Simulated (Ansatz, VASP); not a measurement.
# CaGaF3: VASP beside Ansatz

```
Ca Ga F
1.0
     0.00000    0.00000    4.76062
     5.83814    0.00000    0.00000
     0.00000    5.83814    0.00000
Ca Ga F
2 2 6
Direct
  0.50000 0.00000 0.00000
  0.50000 0.50000 0.50000
  0.90269 0.50000 0.00000
  0.09731 0.00000 0.50000
  0.00000 0.75000 0.75000
  0.00000 0.75000 0.25000
  0.32948 0.50000 0.00000
  0.00000 0.25000 0.25000
  0.00000 0.25000 0.75000
  0.67052 0.00000 0.50000
```

Alike in both runs: task single point; functional PBE; k mesh 4 × 2 × 2; occupations gaussian, width 0.1 eV; no spin polarisation.

|  | VASP | Ansatz |
| --- | --- | --- |
| version | VASP 6.6.1 | Ansatz 0.2.0 |
| potentials or method | VASP PAW PBE potentials, release 64 (Ca_sv, Ga_d, F), cutoff 520 eV | scalar-relativistic, plane waves, PAW |
| valence electrons in the cell | 88 | 88 |

```tsv
	VASP	Ansatz	Ansatz less VASP
gap on the k mesh at the Fermi level (eV)	0.77	0.78	+0.004
least direct gap on the mesh (eV)	0.88	0.89	+0.002
pressure (GPa)	0.1	0.0	-0.08
traceless stress, the component that is largest in VASP (GPa)	0.05	0.05	-0.004
rms of the force components (eV/Å)	0.030	0.008	-0.0222
```

Atom by atom the forces differ by 0.032 eV/Å (rms over components).

The k mesh is coarse, so the values compare programs but aren't converged.
